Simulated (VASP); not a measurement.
A run of VASP 6.6.1 is set up as follows.

Contents of INCAR:

```
PREC = Accurate
ENCUT = 700
EDIFF = 1E-6
ISMEAR = 0
SIGMA = 0.1
LREAL = False
LASPH = True
NELM = 120
ALGO = Normal
ISIF = 2
LWAVE = False
LCHARG = True
GGA = PE
LELF = True
LVHAR = True
NBANDS = 28
GGA_COMPAT = False
```

KPOINTS

```
Automatic mesh
0
Gamma
  6 6 4
```

The input POSCAR:

```
Ba2TaC2
1.0
    4.4542058400      0.0000000000      0.0000000000
   -2.2271029200      3.8574554100      0.0000000000
    0.0000000000      0.0000000000      6.9096852000
Ba Ta C
2 1 2
Direct
    0.6666666700      0.3333333300      0.2466148100
    0.6666666700      0.3333333300      0.7533851900
    0.0000000000      0.0000000000      0.0000000000
    0.3333333300      0.6666666700      0.2525738900
    0.3333333300      0.6666666700      0.7474261100
```

Potentials or basis: VASP PAW PBE potentials, release 64 (Ba_sv, Ta_sv_GW, C).

Launch:

```sh
$ cat potpaw_PBE.64/Ba_sv/POTCAR potpaw_PBE.64/Ta_sv_GW/POTCAR potpaw_PBE.64/C/POTCAR > POTCAR
$ mpirun -np 1 vasp_std > vasp.out
```

Question: Predict the band gap on the k mesh.

Answer: Zero (an odd number of electrons rules out a gap without spin polarisation).

Question: Predict the pressure.

Answer: 4.1 GPa.

Question: What does it give for the largest force?

Answer: 1.942 eV/Å.

Forces in eV/Å, atoms in the order of the input:
```
Ba   0.000  0.000  1.942
Ba   0.000  0.000 -1.942
Ta   0.000  0.000  0.000
C    0.000  0.000 -1.576
C    0.000  0.000  1.576
```

Caveat: the cell stands under pressure; spin-orbit coupling is left out, which moves the levels of the heavy elements; forces of over 1 eV/Å act on the atoms, so gaps and moduli don't describe the material at rest.
